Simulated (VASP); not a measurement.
# Al12HO in VASP: single point with PBE

Aim: the single point of Al12HO with PBE.

Everything below comes from runs of VASP 6.6.1. Logs are shortened: lines on timing, memory, paths and dates and some standing lists are left out, and cuts for length are marked.

## (1) The cell of the first run

The cell holds a slab with vacuum, 14 atoms: a = 5.714 Å, b = 5.714 Å, c = 22.175 Å, α = 90.00°, β = 90.00°, γ = 90.00°.

## (2) Single point, PBE, collinear spin, ferromagnetic start

INCAR reads:

```
PREC = Accurate ; ENCUT = 520
EDIFF = 1E-7 ; ISMEAR = 0
SIGMA = 0.1 ; LREAL = False
LASPH = True ; NELM = 150
ALGO = Normal ; ISIF = 2
LWAVE = False ; LCHARG = False
ISPIN = 2 ; MAGMOM = 0 0 0 0 0 0 0 0 0 0 0 0 1 0
LORBIT = 11 ; LDIPOL = True
IDIPOL = 3 ; DIPOL = 0.5 0.5 0.288
GGA = PE ; NBANDS = 38
```

KPOINTS reads:

```
regular mesh
0
Gamma
  5 5 1
```

POSCAR reads:

```
Al12HO
1.0
    5.7143028096      0.0000000000      0.0000000000
    0.0000000000      5.7143028096      0.0000000000
    0.0000000000      0.0000000000     22.1750227687
Al O H
12 1 1
Direct
    0.2500000000      0.2500000000      0.1803831293
    0.2500000000      0.7500000000      0.1803831293
    0.7500000000      0.2500000000      0.1803831293
    0.7500000000      0.7500000000      0.1803831293
    0.0000000000      0.0000000000      0.2744094920
    0.0000000000      0.5000000000      0.2744094920
    0.5000000000      0.0000000000      0.2744094920
    0.5000000000      0.5000000000      0.2744094920
    0.2500000000      0.2500000000      0.3686590473
    0.2500000000      0.7500000000      0.3686590473
    0.7500000000      0.2500000000      0.3686590473
    0.7500000000      0.7500000000      0.3686590473
    0.5000000000      0.5000000000      0.3461111562
    0.5000000000      0.5000000000      0.3912069385
```

Potentials or basis: VASP PAW PBE potentials, release 64 (Al, O, H).

Started as:

```
cat potpaw_PBE.64/Al/POTCAR potpaw_PBE.64/O/POTCAR potpaw_PBE.64/H/POTCAR > POTCAR
mpirun -np 1 vasp_std > vasp.out
```

OUTCAR:

```text
PREC = Accurate
   ENCUT = 520
   EDIFF = 1E-7
   ISMEAR = 0
   LREAL = False
   LASPH = True
   NELM = 150
   ISIF = 2
   ISPIN = 2
   LORBIT = 11
   GGA = PE

 ion  position               nearest neighbor table
   1  0.250  0.250  0.180-   2 2.86   3 2.86   2 2.86   3 2.86   7 2.90   8 2.90   5 2.90   6 2.90

   2  0.250  0.750  0.180-   1 2.86   4 2.86   1 2.86   4 2.86   7 2.90   8 2.90   5 2.90   6 2.90

   3  0.750  0.250  0.180-   1 2.86   4 2.86   4 2.86   1 2.86   7 2.90   8 2.90   5 2.90   6 2.90

   4  0.750  0.750  0.180-   2 2.86   3 2.86   3 2.86   2 2.86   7 2.90   8 2.90   5 2.90   6 2.90

   5  0.000  0.000  0.274-   6 2.86   7 2.86   6 2.86   7 2.86   1 2.90   2 2.90   3 2.90   4 2.90
                            11 2.91  12 2.91   9 2.91  10 2.91
   6  0.000  0.500  0.274-   5 2.86   8 2.86   5 2.86   8 2.86   1 2.90   2 2.90   3 2.90   4 2.90
                            11 2.91  12 2.91   9 2.91  10 2.91
   7  0.500  0.000  0.274-   5 2.86   8 2.86   8 2.86   5 2.86   1 2.90   2 2.90   3 2.90   4 2.90
                            11 2.91  12 2.91   9 2.91  10 2.91
   8  0.500  0.500  0.274-  13 1.59   7 2.86   6 2.86   7 2.86   6 2.86   2 2.90   3 2.90   4 2.90
                             1 2.90  12 2.91   9 2.91  10 2.91  11 2.91
   9  0.250  0.250  0.369-  13 2.08  14 2.08  10 2.86  11 2.86  10 2.86  11 2.86   7 2.91   8 2.91
                             5 2.91   6 2.91
  10  0.250  0.750  0.369-  13 2.08  14 2.08   9 2.86  12 2.86   9 2.86  12 2.86   7 2.91   8 2.91
                             5 2.91   6 2.91
  11  0.750  0.250  0.369-  13 2.08  14 2.08   9 2.86  12 2.86  12 2.86   9 2.86   7 2.91   8 2.91
                             5 2.91   6 2.91
  12  0.750  0.750  0.369-  13 2.08  14 2.08  10 2.86  11 2.86  11 2.86  10 2.86   7 2.91   8 2.91
                             5 2.91   6 2.91
  13  0.500  0.500  0.346-  14 1.00   8 1.59  10 2.08  11 2.08  12 2.08   9 2.08
  14  0.500  0.500  0.391-  13 1.00  10 2.08  11 2.08  12 2.08   9 2.08

  LATTYP: Found a simple tetragonal cell.
 ALAT       =     5.7143028096
 C/A-ratio  =     3.8806173750

  Lattice vectors:

 A1 = (   5.7143028096,   0.0000000000,   0.0000000000)
 A2 = (   0.0000000000,   5.7143028096,   0.0000000000)
 A3 = (   0.0000000000,   0.0000000000,  22.1750227687)

Analysis of symmetry for initial positions (statically):
=====================================================================
 Subroutine PRICEL returns:
 Original cell was already a primitive cell.

 Routine SETGRP: Setting up the symmetry group for a
 simple tetragonal supercell.
[... 423 lines left out ...]
      2     -14.1196      1.00000
      3     -11.0305      1.00000
      4     -11.0305      1.00000
      5     -10.6525      1.00000
      6      -8.5797      1.00000
[... 205 lines left out ...]
     32       2.4582      0.00000
     33       2.7013      0.00000
 [bands above 33 left out]

------------------------ aborting loop because EDIFF is reached ----------------------------------------

 vacuum level on the upper side and lower side of the slab       (xc-potential included)         0.176        -0.182

  FORCE on cell =-STRESS in cart. coord.  units (eV):
  Direction    XX          YY          ZZ          XY          YZ          ZX
  --------------------------------------------------------------------------------------
  -------------------------------------------------------------------------------------
  Total        5.0605496      5.0605496     12.8325533      0.0000000      0.0000000      0.0000000
  in kB       11.1974129     11.1974129     28.3944254      0.0000000      0.0000000      0.0000000
  external PRESSURE =      16.9297504 kB  Pullay stress =       0.0000000 kB

 VOLUME and BASIS-vectors are now :
 -----------------------------------------------------------------------------
  energy-cutoff  :      520.00
  volume of cell :      724.09
      direct lattice vectors                 reciprocal lattice vectors
     5.714302810  0.000000000  0.000000000     0.174999476  0.000000000  0.000000000
     0.000000000  5.714302810  0.000000000     0.000000000  0.174999476  0.000000000
     0.000000000  0.000000000 22.175022769     0.000000000  0.000000000  0.045095782

 POSITION                                       TOTAL-FORCE (eV/Angst)
 -----------------------------------------------------------------------------------
      1.42858      1.42858      4.00000         0.003458      0.003458      0.168490
      1.42858      4.28573      4.00000         0.003458     -0.003458      0.168490
      4.28573      1.42858      4.00000        -0.003458      0.003458      0.168490
      4.28573      4.28573      4.00000        -0.003458     -0.003458      0.168490
      0.00000      0.00000      6.08504        -0.000000     -0.000000     -0.165071
      0.00000      2.85715      6.08504        -0.000000     -0.000000     -0.007617
      2.85715      0.00000      6.08504        -0.000000     -0.000000     -0.007617
      2.85715      2.85715      6.08504        -0.000000     -0.000000     -7.818509
      1.42858      1.42858      8.17502        -1.703107     -1.703107      0.368060
      1.42858      4.28573      8.17502        -1.703107      1.703107      0.368060
      4.28573      1.42858      8.17502         1.703107     -1.703107      0.368060
      4.28573      4.28573      8.17502         1.703107      1.703107      0.368060
      2.85715      2.85715      7.67502        -0.000000     -0.000000      3.937783
      2.85715      2.85715      8.67502        -0.000000     -0.000000      1.914827
 -----------------------------------------------------------------------------------
    total drift:                                0.000000      0.000000      0.000138

  FREE ENERGIE OF THE ION-ELECTRON SYSTEM (eV)
  ---------------------------------------------------
  free  energy   TOTEN  =       -47.4646695516 eV

  energy  without entropy=      -47.4494235012  energy(sigma->0) =      -47.45704653

 vacuum level on the upper side and lower side of the slab         3.835         3.471

 total charge

# of ion       s       p       d       tot
------------------------------------------
    1        0.474   0.284   0.000   0.759
    2        0.474   0.284   0.000   0.759
    3        0.474   0.284   0.000   0.759
    4        0.474   0.284   0.000   0.759
    5        0.434   0.326   0.000   0.760
    6        0.423   0.352   0.000   0.775
    7        0.423   0.352   0.000   0.775
    8        0.408   0.415   0.000   0.823
    9        0.493   0.279   0.000   0.773
   10        0.493   0.279   0.000   0.773
   11        0.493   0.279   0.000   0.773
   12        0.493   0.279   0.000   0.773
   13        1.625   3.740   0.000   5.365
   14        0.546   0.143   0.000   0.689
--------------------------------------------------
tot          7.728   7.583   0.000  15.312

 magnetization (x)

# of ion       s       p       d       tot
------------------------------------------
    1       -0.000  -0.000   0.000  -0.000
    2       -0.000  -0.000   0.000  -0.000
    3       -0.000  -0.000   0.000  -0.000
    4       -0.000  -0.000   0.000  -0.000
    5       -0.000  -0.000   0.000  -0.000
    6       -0.000  -0.000   0.000  -0.000
    7       -0.000  -0.000   0.000  -0.000
    8        0.000   0.000   0.000   0.000
    9        0.000  -0.000   0.000   0.000
   10        0.000  -0.000   0.000   0.000
   11        0.000  -0.000   0.000   0.000
   12        0.000  -0.000   0.000   0.000
   13       -0.000  -0.000   0.000  -0.000
   14        0.000  -0.000   0.000   0.000
--------------------------------------------------
tot         -0.000  -0.000   0.000  -0.000
```

stdout:

```text
POSCAR found type information on POSCAR AlO H
 POSCAR found :  3 types and      14 ions
 scaLAPACK will be used
 LDA part: xc-table for (Slater+PW92), standard interpolation
 POSCAR, INCAR and KPOINTS ok, starting setup
 FFT: planning ... GRIDC
 FFT: planning ... GRID_SOFT
 FFT: planning ... GRID
 WAVECAR not read
 entering main loop
```

Run time: 14 min. Hardware: 1 thread of Intel Xeon 6975P-C (Granite Rapids), shared host; peak memory 1 GiB.

Results:

| Quantity | Value |
| --- | --- |
| Free energy | -47.4647 eV |
| Largest force | 7.819 eV/Å |
| Net moment | 0.00 μB per cell |
| Valence electrons inside the program's atomic spheres | Al 0.76, 0.78, 0.82, 0.77; O 5.37; H 0.69 |

Forces on the atoms (eV/Å):
```
Al   0.003  0.003  0.168
Al   0.003 -0.003  0.168
Al  -0.003  0.003  0.168
Al  -0.003 -0.003  0.168
Al   0.000  0.000 -0.165
Al   0.000  0.000 -0.008
Al   0.000  0.000 -0.008
Al   0.000  0.000 -7.819
Al  -1.703 -1.703  0.368
Al  -1.703  1.703  0.368
Al   1.703 -1.703  0.368
Al   1.703  1.703  0.368
O    0.000  0.000  3.938
H    0.000  0.000  1.915
```

Levels at points of the mesh, in eV from the Fermi level:
Spin up:
| k point | band 20 | band 21 | band 22 | band 23 | band 24 | band 25 |
| --- | --- | --- | --- | --- | --- | --- |
| (0.00, 0.00, 0.00) | -0.95 | -0.95 | -0.12 | 0.18 | 0.41 | 0.87 |
Spin down:
```csv
k point,band 19,band 20,band 21,band 22,band 23,band 24,band 25,band 26
"(0.00, 0.00, 0.00)",-1.01,-0.95,-0.95,-0.12,0.18,0.41,0.87,0.87
```
